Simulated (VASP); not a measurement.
A run of VASP 6.6.1 is set up as follows.

The input INCAR:

```
SYSTEM = CuSb2
ALGO     = Normal         ! electronic algorithm
EDIFF    = 1E-6           ! SCF threshold, eV
ENCUT    = 520            ! plane-wave cutoff, eV
GGA      = PE             ! functional
ISIF     = 2              ! what is computed and relaxed
ISMEAR   = 0              ! smearing method
LASPH    = .True.         ! aspherical terms in the spheres
LCHARG   = .True.         ! write CHGCAR
LELF     = .True.         ! ELF
LREAL    = .False.        ! projectors in reciprocal space
LVHAR    = .True.       
LWAVE    = .False.        ! write WAVECAR
NBANDS   = 18             ! bands
NELM     = 100            ! most SCF steps
PREC     = Accurate       ! precision mode
SIGMA    = 0.05           ! smearing width, eV
```

KPOINTS

```
k-points
0
Gamma
  10 10 8
  0 0 0
```

File POSCAR:

```
CuSb2
1.0
    4.0319689635      0.0000000000      0.0000000000
   -2.0159844818      3.4917875497      0.0000000000
    0.0000000000      0.0000000000      4.9605841529
Cu Sb
1 2
Direct
    0.0000000000      0.0000000000      0.0000000000
    0.3333333333      0.6666666667      0.2588614725
    0.6666666667      0.3333333333      0.7411385275
```

Potentials or basis: VASP PAW PBE potentials, release 64 (Cu, Sb).

Command:

```sh
$ cat potpaw_PBE.64/Cu/POTCAR potpaw_PBE.64/Sb/POTCAR > POTCAR
$ mpirun -np 1 vasp_std > vasp.out
```

Task: What does it give for the band gap on the k mesh?

Result: Zero (an odd number of electrons rules out a gap without spin polarisation).

Task: What does it give for the pressure?

Result: -0.1 GPa.

Task: Estimate the largest force.

Result: 0.025 eV/Å.

Forces on the atoms (eV/Å):
```
Cu   0.000  0.000  0.000
Sb   0.000  0.000  0.025
Sb   0.000  0.000 -0.025
```

Caveat: spin-orbit coupling is left out, which moves the levels of the heavy elements.
